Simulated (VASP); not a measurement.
Input of a VASP 6.6.1 run:

The input INCAR:

```
SYSTEM = AlNi3
PREC = Accurate
ENCUT = 520
EDIFF = 1E-6
ISMEAR = 0
SIGMA = 0.15
LREAL = .FALSE.
LASPH = .TRUE.
NELM = 60
ALGO = Fast
ISIF = 2
LWAVE = .FALSE.
LCHARG = .TRUE.
GGA = PE
LELF = .TRUE.
LVHAR = .TRUE.
NBANDS = 24
```

The input KPOINTS:

```
Automatic mesh
0
G
  14 14 14
  0 0 0
```

POSCAR

```
AlNi3
1.0
   -0.1105166568      2.7039992214      2.7039992214
    2.7039992214     -0.1105166568      2.7039992214
    2.7039992214      2.7039992214     -0.1105166568
Al Ni
1 3
Direct
    0.5000000000      0.5000000000      0.5000000000
    0.2500000000      0.2500000000      0.2500000000
    0.0000000000      0.0000000000      0.0000000000
    0.7500000000      0.7500000000      0.7500000000
```

Potentials or basis: VASP PAW PBE potentials, release 64 (Al, Ni).

Command:

```console
$ cat potpaw_PBE.64/Al/POTCAR potpaw_PBE.64/Ni/POTCAR > POTCAR
$ mpirun -np 1 vasp_std > vasp.out
```

Predict the band gap on the k mesh.

zero (an odd number of electrons rules out a gap without spin polarisation).

What does it give for the pressure?

19.1 GPa.

Estimate the largest force.

0.126 eV/Å.

Forces on the atoms (eV/Å):
```
Al   0.000  0.000  0.000
Ni   0.073  0.073  0.073
Ni   0.000  0.000  0.000
Ni  -0.073 -0.073 -0.073
```

Caveat: the cell stands under pressure. Spin polarisation is off, so any magnetic state and its effect on volume and gap are missing.
